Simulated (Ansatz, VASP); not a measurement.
This is a calculation of InPd for VASP 6.6.1.

The input INCAR:

```
SYSTEM = InPd
ALGO = Normal ; EDIFF = 1E-6
ENCUT = 520 ; GGA = PE
ISIF = 2 ; ISMEAR = 0
LASPH = .True. ; LCHARG = .True.
LELF = .True. ; LREAL = .False.
LVHAR = .True. ; LWAVE = .False.
NBANDS = 18 ; NELM = 80
PREC = Accurate ; SIGMA = 0.011
```

File KPOINTS:

```
k-points
0
Gamma
  8 8 8
  0 0 0
```

POSCAR

```
InPd
1.0
    0.0000000000      2.7460700000      2.7460700000
    2.7460700000      0.0000000000      2.7460700000
    2.7460700000      2.7460700000      0.0000000000
In Pd
1 1
Direct
    0.0000000000      0.0000000000      0.0000000000
    0.5000000000      0.5000000000      0.5000000000
```

Potentials or basis: VASP PAW PBE potentials, release 64 (In_d, Pd).

Command:

```console
$ cat potpaw_PBE.64/In_d/POTCAR potpaw_PBE.64/Pd/POTCAR > POTCAR
$ mpirun -np 1 vasp_std > vasp.out
```

Translate it to Ansatz 0.2.0. Potentials there: Ansatz PAW.

As run (the cutoff follows the program's own potentials):

input.yaml

```yaml
crystal:
  lattice:
    - [0.0, 2.74607, 2.74607]
    - [2.74607, 0.0, 2.74607]
    - [2.74607, 2.74607, 0.0]
  atoms:
    - { symbol: In, position: [0.0, 0.0, 0.0] }
    - { symbol: Pd, position: [0.5, 0.5, 0.5] }
hamiltonian:
  xc: pbe
  pseudopotentials: { kind: paw }
kpoints:
  mp_grid: { grid: [8, 8, 8] }
scf:
  occupations: { method: gaussian, width: 0.011 }
output:
  forces: true
  stress: true
  eigenvalues: true
```

Potentials or basis: Ansatz PAW.

The run is started by

```console
$ ansatz run input.yaml --threads 2 --pin off --max-ram 5632MiB --backend cpu --events-out ev --progress --plain --runs-dir out
```

Both were run:

|  | VASP | Ansatz | Ansatz less VASP |
| --- | --- | --- | --- |
| gap on the k mesh at the Fermi level (eV) | none | none | - |
| pressure (GPa) | 0.1 | 0.1 | -0.03 |

A gap of «none» marks a metal or a gap that the smearing closes. The functional is the same, so the differences come from potentials, cutoffs and numerics. VASP's potentials hold 23 valence electrons a cell and Ansatz's 31, so a difference there can come from the potentials and not from the codes.
